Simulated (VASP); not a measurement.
Here is a VASP 6.6.1 calculation.

File INCAR:

```
SYSTEM = C
PREC = Accurate
ENCUT = 520
EDIFF = 1E-6
ISMEAR = 0
SIGMA = 0.15
LREAL = .False.
LASPH = .True.
NELM = 100
ALGO = Normal
ISIF = 2
LWAVE = .False.
LCHARG = .False.
GGA = PS
NBANDS = 16
```

File KPOINTS:

```
Automatic mesh
0
Gamma
  18 18 6
  0 0 0
```

The input POSCAR:

```
C
1.0
    2.4014445374      0.0000000000      0.0000000000
   -1.2007222687      2.1293252536      0.0000000000
    0.0000000000      0.0000000000      7.2458067263
C
4
Direct
   -0.0577479467      0.0000000000      0.0025000000
    0.0577479467      0.0000000000      0.5025000000
    0.2755800112      0.6666666667      0.0025000000
    0.7244199888      0.3333333333      0.5025000000
```

Potentials or basis: VASP PAW PBE potentials, release 64 (C).

Launch:

```console
$ cat potpaw_PBE.64/C/POTCAR > POTCAR
$ mpirun -np 1 vasp_std > vasp.out
```

Task: Predict the band gap on the k mesh.

Result: 0.18 eV, direct.

Task: Predict the pressure.

Result: 10.5 GPa.

Task: Estimate the largest force.

Result: 0.341 eV/Å.

Forces in eV/Å, atoms in the order of the input:
```
C    0.010  0.337  0.000
C   -0.010 -0.337  0.000
C   -0.003 -0.341  0.000
C    0.003  0.341  0.000
```

Caveat: the cell differs from its parent crystal (mode 4 frozen in at -0.142 Å, normal strain along x -0.0233); the PAW data sets were made with another functional, which shifts forces and pressure a little; this functional lacks dispersion, which binds the layers, so the pressure and a relaxed spacing across them are unreliable. A k mesh can miss the band edges.
